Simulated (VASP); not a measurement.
# Cr (Im-3m) in VASP: a series of runs, part 2 of 2

VASP 6.6.1. The steps go on from the part before.

### Step 3. Single point, LDA, collinear spin, ferromagnetic start (8.68 Å³/atom)

This run uses another cell than the first one, of 8.68 Å³/atom.

File INCAR:

```
SYSTEM = Cr
ALGO = Normal
EDIFF = 1E-7
ENCUT = 520
ISIF = 2
ISMEAR = -1
ISPIN = 2
LASPH = .TRUE.
LCHARG = .FALSE.
LMAXMIX = 4
LORBIT = 11
LREAL = .FALSE.
LWAVE = .FALSE.
MAGMOM = 2
NBANDS = 16
NELM = 150
PREC = Accurate
SIGMA = 0.1
```

File KPOINTS:

```
k-points
0
G
  21 21 21
  0 0 0
```

File POSCAR:

```
Cr
1.0
   -1.2944224066      1.2944224066      1.2944224066
    1.2944224066     -1.2944224066      1.2944224066
    1.2944224066      1.2944224066     -1.2944224066
Cr
1
Direct
    0.0000000000      0.0000000000      0.0000000000
```

Potentials or basis: VASP PAW LDA potentials, release 64 (Cr_pv).

The run is started by

```sh
$ cat potpaw_LDA.64/Cr_pv/POTCAR > POTCAR
$ mpirun -np 1 vasp_std > vasp.out
```

OUTCAR:

```text
SYSTEM = Cr
   EDIFF = 1E-7
   ENCUT = 520
   ISIF = 2
   ISMEAR = -1
   ISPIN = 2
   LASPH = .TRUE.
   LORBIT = 11
   LREAL = .FALSE.
   NELM = 150
   PREC = Accurate

 ion  position               nearest neighbor table
   1  0.000  0.000  0.000-

  LATTYP: Found a body centered cubic cell.
 ALAT       =     2.5888448132

  Lattice vectors:

 A1 = (  -1.2944224066,   1.2944224066,   1.2944224066)
 A2 = (   1.2944224066,  -1.2944224066,   1.2944224066)
 A3 = (   1.2944224066,   1.2944224066,  -1.2944224066)

Analysis of symmetry for initial positions (statically):
=====================================================================
 Subroutine PRICEL returns:
 Original cell was already a primitive cell.

 Routine SETGRP: Setting up the symmetry group for a
 body centered cubic supercell.

 Subroutine GETGRP returns: Found 48 space group operations
 (whereof 48 operations were pure point group operations)
 out of a pool of 48 trial point group operations.

The static configuration has the point symmetry O_h .

Analysis of symmetry for dynamics (positions and initial velocities):
=====================================================================
 Subroutine PRICEL returns:
 Original cell was already a primitive cell.

 Routine SETGRP: Setting up the symmetry group for a
 body centered cubic supercell.

 Subroutine GETGRP returns: Found 48 space group operations
 (whereof 48 operations were pure point group operations)
 out of a pool of 48 trial point group operations.

The dynamic configuration has the point symmetry O_h .

Analysis of structural, dynamic, and magnetic symmetry:
=====================================================================
 Subroutine PRICEL returns:
 Original cell was already a primitive cell.

 Routine SETGRP: Setting up the symmetry group for a
 body centered cubic supercell.

 Subroutine GETGRP returns: Found 48 space group operations
 (whereof 48 operations were pure point group operations)
 out of a pool of 48 trial point group operations.
[... 135 lines left out ...]
   NGX =  9   NGY =  9   NGZ =  9

 number of electron      11.9999992 magnetization      -0.0002651

 number of electron      11.9999992 magnetization       0.0000515

 Free energy of the ion-electron system (eV)
  ---------------------------------------------------
  ext. energy  EPLUGINS =         0.00000000
  ---------------------------------------------------
  free energy    TOTEN  =       -10.03749522 eV

  energy without entropy =      -10.01757247  energy(sigma->0) =      -10.02753384

 E-fermi :  15.5567     XC(G=0): -15.7586

 val. band max:       15.5487512144   @ k =  -0.1905   0.1905   0.0952
 cond. band min:      15.5663924577   @ k =  -0.3333   0.3333   0.1905
 fundamental gap:      0.0176412433
 Fermi energy:        15.5567497756

 spin component 1

 k-point     1 :       0.0000    0.0000    0.0000
  band No.  band energies     occupation
      1     -26.3404      1.00000
      2     -26.3404      1.00000
      3     -26.3404      1.00000
      4       6.9274      1.00000
      5      14.0914      1.00000
      6      14.0914      1.00000
[... 435 lines left out ...]
      5      12.9412      1.00000
      6      13.4186      1.00000
[... 8 lines left out ...]
     15      49.6093      0.00000
     16      53.8242      0.00000

 [... further k-points ...]

 spin component 2

 k-point     1 :       0.0000    0.0000    0.0000
  band No.  band energies     occupation
      1     -26.3404      1.00000
      2     -26.3404      1.00000
      3     -26.3404      1.00000
      4       6.9274      1.00000
      5      14.0914      1.00000
      6      14.0914      1.00000
[... 435 lines left out ...]
      5      12.9413      1.00000
      6      13.4186      1.00000
[... 8 lines left out ...]
     15      49.6093      0.00000
     16      53.8242      0.00000

 [... further k-points ...]

------------------------ aborting loop because EDIFF is reached ----------------------------------------

  FORCE on cell =-STRESS in cart. coord.  units (eV):
  Direction    XX          YY          ZZ          XY          YZ          ZX
  --------------------------------------------------------------------------------------
  -------------------------------------------------------------------------------------
  Total        5.8286932      5.8286932      5.8286932     -0.0000000     -0.0000000     -0.0000000
  in kB     1076.4496482   1076.4496482   1076.4496482     -0.0000000     -0.0000000     -0.0000000
  external PRESSURE =    1076.4496482 kB  Pullay stress =       0.0000000 kB

 VOLUME and BASIS-vectors are now :
 -----------------------------------------------------------------------------
  energy-cutoff  :      520.00
  volume of cell :        8.68
      direct lattice vectors                 reciprocal lattice vectors
    -1.294422407  1.294422407  1.294422407     0.000000000  0.386272671  0.386272671
     1.294422407 -1.294422407  1.294422407     0.386272671  0.000000000  0.386272671
     1.294422407  1.294422407 -1.294422407     0.386272671  0.386272671  0.000000000

 POSITION                                       TOTAL-FORCE (eV/Angst)
 -----------------------------------------------------------------------------------
      0.00000      0.00000      0.00000         0.000000     -0.000000      0.000000
 -----------------------------------------------------------------------------------
    total drift:                                0.000000      0.000000      0.000000

  FREE ENERGIE OF THE ION-ELECTRON SYSTEM (eV)
  ---------------------------------------------------
  free  energy   TOTEN  =       -10.0374952218 eV

  energy  without entropy=      -10.0175724675  energy(sigma->0) =      -10.02753384

 total charge

# of ion       s       p       d       tot
------------------------------------------
    1        0.533   6.607   4.708  11.848

 magnetization (x)

# of ion       s       p       d       tot
------------------------------------------
    1       -0.000   0.000   0.000   0.000
```

It took 1.9 min on 1 thread of Intel Xeon 8259CL, shared host; peak memory 0.16 GiB.

What came out:

```
Free energy                                           : -10.0375 eV
Pressure                                              : 107.6 GPa
Band gap on the k mesh                                : zero (filled and empty bands overlap)
Net moment                                            : 0.00 μB per cell
Valence electrons inside the program's atomic spheres : Cr 11.85
```

Levels at points of the mesh, in eV from the Fermi level:
Spin up:
| k point | band 3 | band 4 | band 5 | band 6 | band 7 | band 8 | band 9 | band 10 |
| --- | --- | --- | --- | --- | --- | --- | --- | --- |
| (0.00, 0.00, 0.00) | -41.90 | -8.63 | -1.47 | -1.47 | -1.47 | 1.45 | 1.45 | 5.53 |
Spin down:
| k point | band 2 | band 3 | band 4 | band 5 | band 6 | band 7 | band 8 | band 9 | band 10 | band 11 |
| --- | --- | --- | --- | --- | --- | --- | --- | --- | --- | --- |
| (0.00, 0.00, 0.00) | -41.90 | -41.90 | -8.63 | -1.47 | -1.47 | -1.47 | 1.45 | 1.45 | 5.53 | 24.38 |

Caveat: the cell stands under pressure; an empty level that is flat over the whole mesh can mark a ghost state of the potentials, or a narrow d or f band.

### Step 4. Single point, LDA, collinear spin, ferromagnetic start (8.68 Å³/atom)

This run uses another cell than the first one, of 8.68 Å³/atom.

File INCAR:

```
  PREC = Accurate
  ENCUT = 520
  EDIFF = 1E-6
  ISMEAR = -1
  SIGMA = 0.1
  LREAL = False
  LASPH = True
  NELM = 150
  ALGO = Normal
  ISIF = 2
  LWAVE = False
  LCHARG = True
  ISPIN = 2
  MAGMOM = 2
  LORBIT = 11
  LMAXMIX = 4
  GGA = CA
  LELF = True
  LVHAR = True
  NBANDS = 16
```

File KPOINTS:

```
Automatic mesh
0
Gamma
  21 21 21
```

POSCAR is that of step 3.

The run is started by

```sh
$ cat potpaw_LDA.64/Cr_pv/POTCAR > POTCAR
$ mpirun -np 1 vasp_std > vasp.out
```

Wall time 1.9 min (1 thread of Intel Xeon 8259CL, shared host); peak memory 0.17 GiB.

Results (log left out):

* Free energy: -10.0375 eV
* Pressure: 107.6 GPa
* Band gap on the k mesh: zero (filled and empty bands overlap)
* Net moment: 0.00 μB per cell
* Valence electrons inside the program's atomic spheres: Cr 11.85

Levels at points of the mesh, in eV from the Fermi level:
Spin up:
```tsv
k point	band 3	band 4	band 5	band 6	band 7	band 8	band 9	band 10
(0.00, 0.00, 0.00)	-41.90	-8.63	-1.47	-1.47	-1.47	1.45	1.45	5.53
```
Spin down:
```csv
k point,band 4,band 5,band 6,band 7,band 8,band 9
"(0.00, 0.00, 0.00)",-8.63,-1.47,-1.47,-1.47,1.45,1.45
```

Caveat: the cell stands under pressure; an empty level that is flat over the whole mesh can mark a ghost state of the potentials, or a narrow d or f band.

### Step 5. Single point, LDA, collinear spin, ferromagnetic start (8.68 Å³/atom)

This run uses another cell than the first one, of 8.68 Å³/atom.

File INCAR:

```
PREC = Accurate ; ENCUT = 520
EDIFF = 1E-6 ; ISMEAR = -1
SIGMA = 0.1 ; LREAL = False
LASPH = True ; NELM = 150
ALGO = Normal ; ISIF = 2
LWAVE = False ; LCHARG = True
ISPIN = 2 ; MAGMOM = 2
LORBIT = 11 ; LMAXMIX = 4
LELF = True ; LVHAR = True
NBANDS = 16
```

KPOINTS is that of step 4.

POSCAR is that of step 4.

The run is started by

```sh
$ cat potpaw_LDA.64/Cr_pv/POTCAR > POTCAR
$ mpirun -np 1 vasp_std > vasp.out
```

Run time: 2.1 min. Hardware: 1 thread of Intel Xeon 8259CL, shared host; peak memory 0.17 GiB.

It converged, with:

```yaml
Free_energy: -10.0375 eV
Pressure: 107.6 GPa
Band_gap_on_the_k_mesh: zero (filled and empty bands overlap)
Net_moment: 0.00 μB per cell
Valence_electrons_inside_the_program's_atomic_spheres: Cr 11.85
```

Levels at points of the mesh, in eV from the Fermi level:
Spin up:
| k point | band 2 | band 3 | band 4 | band 5 | band 6 | band 7 | band 8 | band 9 | band 10 | band 11 |
| --- | --- | --- | --- | --- | --- | --- | --- | --- | --- | --- |
| (0.00, 0.00, 0.00) | -41.90 | -41.90 | -8.63 | -1.47 | -1.47 | -1.47 | 1.45 | 1.45 | 5.53 | 24.38 |
Spin down:
| k point | band 2 | band 3 | band 4 | band 5 | band 6 | band 7 | band 8 | band 9 | band 10 | band 11 |
| --- | --- | --- | --- | --- | --- | --- | --- | --- | --- | --- |
| (0.00, 0.00, 0.00) | -41.90 | -41.90 | -8.63 | -1.47 | -1.47 | -1.47 | 1.45 | 1.45 | 5.53 | 24.38 |

Caveat: the cell stands under pressure; an empty level that is flat over the whole mesh can mark a ghost state of the potentials, or a narrow d or f band.

### Step 6. Single point, LDA, collinear spin, ferromagnetic start (9.76 Å³/atom)

This run uses another cell than the first one, of 9.76 Å³/atom.

File INCAR:

```
SYSTEM = Cr
ALGO = Normal ; EDIFF = 1E-6
ENCUT = 520 ; GGA = CA
ISIF = 2 ; ISMEAR = -1
ISPIN = 2 ; LASPH = .TRUE.
LCHARG = .FALSE. ; LMAXMIX = 4
LORBIT = 11 ; LREAL = .FALSE.
LWAVE = .FALSE. ; MAGMOM = 2
NBANDS = 16 ; NELM = 150
PREC = Accurate ; SIGMA = 0.1
```

File KPOINTS:

```
k-points
0
G
  21 21 21
  0 0 0
```

File POSCAR:

```
Cr
1.0
   -1.3462535541      1.3462535541      1.3462535541
    1.3462535541     -1.3462535541      1.3462535541
    1.3462535541      1.3462535541     -1.3462535541
Cr
1
Direct
    0.0000000000      0.0000000000      0.0000000000
```

Potentials or basis: VASP PAW LDA potentials, release 64 (Cr_pv).

The run is started by

```sh
$ cat potpaw_LDA.64/Cr_pv/POTCAR > POTCAR
$ mpirun -np 1 vasp_std > vasp.out
```

OUTCAR:

```text
SYSTEM = Cr
   EDIFF = 1E-6
   ENCUT = 520
   GGA = CA
   ISIF = 2
   ISMEAR = -1
   ISPIN = 2
   LASPH = .TRUE.
   LORBIT = 11
   LREAL = .FALSE.
   NELM = 150
   PREC = Accurate

 ion  position               nearest neighbor table
   1  0.000  0.000  0.000-

  LATTYP: Found a body centered cubic cell.
 ALAT       =     2.6925071082

  Lattice vectors:

[... 1115 lines left out ...]
     16      48.3779      0.00000

 [... further k-points ...]
[... 5 lines left out ...]
  --------------------------------------------------------------------------------------
  -------------------------------------------------------------------------------------
  Total        2.4218148      2.4218148      2.4218148     -0.0000000      0.0000000      0.0000000
  in kB      397.5675566    397.5675566    397.5675566     -0.0000000      0.0000000      0.0000000
  external PRESSURE =     397.5675566 kB  Pullay stress =       0.0000000 kB

 VOLUME and BASIS-vectors are now :
 -----------------------------------------------------------------------------
  energy-cutoff  :      520.00
  volume of cell :        9.76
      direct lattice vectors                 reciprocal lattice vectors
    -1.346253554  1.346253554  1.346253554     0.000000000  0.371401062  0.371401062
     1.346253554 -1.346253554  1.346253554     0.371401062  0.000000000  0.371401062
     1.346253554  1.346253554 -1.346253554     0.371401062  0.371401062  0.000000000

 POSITION                                       TOTAL-FORCE (eV/Angst)
 -----------------------------------------------------------------------------------
      0.00000      0.00000      0.00000         0.000000     -0.000000      0.000000
 -----------------------------------------------------------------------------------
    total drift:                                0.000000      0.000000      0.000000

  FREE ENERGIE OF THE ION-ELECTRON SYSTEM (eV)
  ---------------------------------------------------
  free  energy   TOTEN  =       -10.5164515897 eV

  energy  without entropy=      -10.4943388586  energy(sigma->0) =      -10.50539522

 total charge

# of ion       s       p       d       tot
------------------------------------------
    1        0.487   6.514   4.480  11.481

 magnetization (x)

# of ion       s       p       d       tot
------------------------------------------
    1       -0.000   0.000   0.000   0.000
```

stdout:

```text
POSCAR found type information on POSCAR Cr
 POSCAR found :  1 types and       1 ions
 scaLAPACK will be used
 LDA part: xc-table for (Slater(with rela. corr.)+CA(PZ))
 , standard interpolation
 POSCAR, INCAR and KPOINTS ok, starting setup
 FFT: planning ... GRIDC
 FFT: planning ... GRID_SOFT
 FFT: planning ... GRID
 WAVECAR not read
 entering main loop
```

Wall time 1.9 min (1 thread of Intel Xeon 8259CL, shared host); peak memory 0.17 GiB.

What came out:

* Free energy: -10.5165 eV
* Pressure: 39.8 GPa
* Band gap on the k mesh: zero (filled and empty bands overlap)
* Net moment: 0.00 μB per cell
* Valence electrons inside the program's atomic spheres: Cr 11.48

Caveat: the cell stands under pressure.
